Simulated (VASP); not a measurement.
Wanted: the native input for a VASP 6.6.1 run.

* Task: single point
* Functional: PBE
* Potentials or basis: VASP PAW PBE potentials, release 64 (Rb_sv, As)
* Cutoff: 520 eV
* k mesh: 12 × 12 × 12
* Occupations: gaussian, width 0.1 eV
* Spin: no spin polarisation
* Dipole correction: no
* Further INCAR settings: ALGO = Normal; EDIFF = 1e-06; NBANDS = 16

The structure of RbAs2 lies in POSCAR:

```
RbAs2
1.0
    0.0000000000      7.1466786612      6.7575910358
    2.0761878543      0.0000000000      6.7575910358
    2.0761878543      7.1466786612      0.0000000000
Rb As
1 2
Direct
    0.5000000000      0.5000000000      0.5000000000
    0.2035243166      0.2035243166      0.7964756834
    0.7964756834      0.7964756834      0.2035243166
```

The cell was generated, and may not be a known phase.

The input as run:

INCAR

```
ALGO     = Normal         # electronic algorithm
EDIFF    = 1E-6           # SCF threshold, eV
ENCUT    = 520            # plane-wave cutoff, eV
GGA      = PE             # functional
ISIF     = 2              # what is computed and relaxed
ISMEAR   = 0              # smearing method
LASPH    = T              # aspherical terms in the spheres
LCHARG   = T              # write CHGCAR
LELF     = T              # ELF
LREAL    = F              # projectors in reciprocal space
LVHAR    = T            
LWAVE    = F              # write WAVECAR
NBANDS   = 16             # bands
NELM     = 80             # most SCF steps
PREC     = Accurate       # precision mode
SIGMA    = 0.1            # smearing width, eV
```

KPOINTS

```
k-points
0
Gamma
  12 12 12
```

Potentials or basis: VASP PAW PBE potentials, release 64 (Rb_sv, As).

The run is started by

```sh
$ cat potpaw_PBE.64/Rb_sv/POTCAR potpaw_PBE.64/As/POTCAR > POTCAR
$ mpirun -np 1 vasp_std > vasp.out
```

Results of the run:

```yaml
Pressure: 0.1 GPa
Largest_force: 0.036 eV/Å
Band_gap_on_the_k_mesh: zero (an odd number of electrons rules out a gap without spin polarisation)
```

Caveat: an odd number of electrons without spin polarisation forces a metal; a magnetic or distorted state may lie lower.

Run time: 21 min on 1 thread of AMD EPYC 9R45 96-Core Processor (Zen 5) (shared host), peak memory 1.1 GiB.
